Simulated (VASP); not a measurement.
**PbS: relaxation of cell and atoms with PBE**

PbS:

```
Pb S
1.0
     5.01021    0.00000    0.00000
    -2.50510    4.33897    0.00000
     0.00000    0.00000    6.02093
Pb S
2 2
Direct
  0.33333 0.66667 0.25000
  0.66667 0.33333 0.75000
  0.66667 0.33333 0.25000
  0.33333 0.66667 0.75000
```

The cell was built from a structure type or drawn by symmetry, and may not be a known phase.

- Program: VASP 6.6.1
- Task: relaxation of cell and atoms
- Functional: PBE
- Potentials or basis: VASP PAW PBE potentials, release 64 (Pb_d, S)
- Cutoff: 600 eV
- k mesh: 6 × 6 × 6
- Occupations: gaussian, width 0.02 eV
- Spin: no spin polarisation
- Dipole correction: no
- Further INCAR settings: ALGO = Normal; EDIFF = 1e-07; IBRION = 2; EDIFFG = -0.01; NSW = 100; ISIF = 3

```json
{"Relaxed volume": "32.99 Å³/atom", "Relaxed cell": "a = 5.030 Å, b = 5.030 Å, c = 6.021 Å, α = 90.00°, β = 90.00°, γ = 120.00°", "Space group after relaxing (to 0.1 Å)": "P6_3/mmc (No. 194)", "Energy gained by relaxing": "0.4 meV/atom", "Ionic steps": "4", "Pressure after relaxing": "0.0 GPa", "Band gap on the k mesh": "1.45 eV"}
```

Step by step:
```
step  energy change (eV)  largest force (eV/Å)  pressure (GPa)  volume (Å³)
   1              0.0000                0.0000            0.33       130.89
   2             -0.0014                0.0000           -0.07       132.16
   3             -0.0014                0.0000           -0.02       132.01
   4             -0.0014                0.0000            0.00       131.95
```

Final structure:
```yaml
crystal:
  lattice:
    - [5.03024, 0.00000, 0.00000]
    - [-2.51512, 4.35632, 0.00000]
    - [0.00000, 0.00000, 6.02140]
  atoms:
    - { symbol: Pb, position: [0.33333, 0.66667, 0.25000] }
    - { symbol: Pb, position: [0.66667, 0.33333, 0.75000] }
    - { symbol: S, position: [0.66667, 0.33333, 0.25000] }
    - { symbol: S, position: [0.33333, 0.66667, 0.75000] }
```

Levels at points of the mesh, in eV from the valence-band top:
| k point | band 17 | band 18 | band 19 | band 20 | band 21 | band 22 | band 23 | band 24 |
| --- | --- | --- | --- | --- | --- | --- | --- | --- |
| (0.00, 0.00, 0.00) | -2.93 | -1.82 | -1.80 | -1.80 | 2.06 | 2.06 | 3.38 | 3.38 |
| (0.50, 0.00, 0.00) | -2.76 | -2.16 | -2.02 | -0.69 | 2.97 | 3.09 | 4.23 | 4.40 |
| (0.00, 0.00, 0.50) | -2.36 | -2.36 | -1.24 | -1.24 | 2.36 | 2.36 | 2.36 | 2.36 |
| (0.50, 0.00, 0.50) | -1.80 | -1.80 | -0.60 | -0.60 | 1.65 | 1.65 | 3.09 | 3.09 |

It took 6.3 min on 1 thread of Intel(R) Xeon(R) Platinum 8259CL CPU @ 2.50GHz (Skylake/Cascade Lake), on a shared host, peak memory 0.32 GiB.

Caveat: spin-orbit coupling is left out, which moves the levels of the heavy elements. A k mesh can miss the band edges.
